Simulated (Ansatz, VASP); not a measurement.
**Two plane-wave programs on Cr**

```
CELL_PARAMETERS angstrom
3.34007 0.00000 0.00000
-1.67003 2.89258 0.00000
0.00000 0.00000 5.51111
ATOMIC_POSITIONS crystal
Cr 0.33333 0.66667 0.43750
Cr 0.66667 0.33333 0.93750
Cr 0.66667 0.33333 0.56250
Cr 0.33333 0.66667 0.06250
```

Alike in both runs: task relaxation of cell and atoms; functional PBE; k mesh 6 × 6 × 4; occupations gaussian, width 0.1 eV; no spin polarisation.

|  | VASP | Ansatz |
| --- | --- | --- |
| version | VASP 6.6.1 | Ansatz 0.2.0 |
| potentials or method | VASP PAW PBE potentials, release 64 (Cr_pv), cutoff 600 eV | scalar-relativistic, plane waves, PAW |
| valence electrons in the cell | 48 | 56 |

```csv
,VASP,Ansatz,Ansatz less VASP
"gap on the k mesh at the Fermi level, each at its own relaxed structure (eV)",none,none,-
relaxed volume (Å³/atom),12.09,12.13,+0.038
relaxed length of the cell vector where the two differ most in proportion (Å),8.211,8.243,+0.0319
```

A gap of «none» marks a metal or a gap that the smearing closes. VASP's potentials hold 48 valence electrons a cell and Ansatz's 56, so a difference there can come from the potentials and not from the codes.

The k mesh is coarse, so the values compare programs but aren't converged. Noted on VASP's run: too few bands were computed for a metal, which touches its energy and stress.
